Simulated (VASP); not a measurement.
Input of a VASP 6.6.1 run:

INCAR

```
ALGO = Normal
DIPOL = 0.5 0.5 0.391
EDIFF = 1E-7
ENCUT = 520
GGA = PE
IDIPOL = 3
ISIF = 2
ISMEAR = 0
IVDW = 12
LASPH = T
LCHARG = F
LDIPOL = T
LREAL = F
LWAVE = F
NBANDS = 30
NELM = 60
PREC = Accurate
SIGMA = 0.05
```

File KPOINTS:

```
k-points
0
Gamma
  8 6 1
```

The input POSCAR:

```
P
1.0
    3.2961869271      0.0000000000      0.0000000000
    0.0000000000      4.4391555608      0.0000000000
    0.0000000000      0.0000000000     21.7461973993
P
8
Direct
    0.5000000000      0.9174951521      0.2069327302
    0.0000000000      0.5825048479      0.2069327302
    0.5000000000      0.0825048479      0.3045635326
    0.0000000000      0.4174951521      0.3045635326
    0.5000000000      0.0825048479      0.4774673249
    0.0000000000     -0.2524854563      0.4774673249
    0.5000000000     -0.7524854563      0.5750981273
    0.0000000000     -0.4174951521      0.5750981273
```

Potentials or basis: VASP PAW PBE potentials, release 64 (P).

The run is started by

```console
$ cat potpaw_PBE.64/P/POTCAR > POTCAR
$ mpirun -np 1 vasp_std > vasp.out
```

Q: Predict the largest force.

A: 0.074 eV/Å.

Q: What does it give for the band gap on the k mesh?

A: 0.48 eV.

Q: What does it give for the dispersion energy per atom?

A: -0.284 eV.

Forces in eV/Å, atoms in the order of the input:
```
P    0.000 -0.050  0.043
P    0.000  0.029  0.026
P    0.000  0.006  0.069
P    0.000 -0.001  0.074
P    0.000 -0.006 -0.069
P    0.000  0.001 -0.074
P    0.000  0.050 -0.043
P    0.000 -0.029 -0.026
```
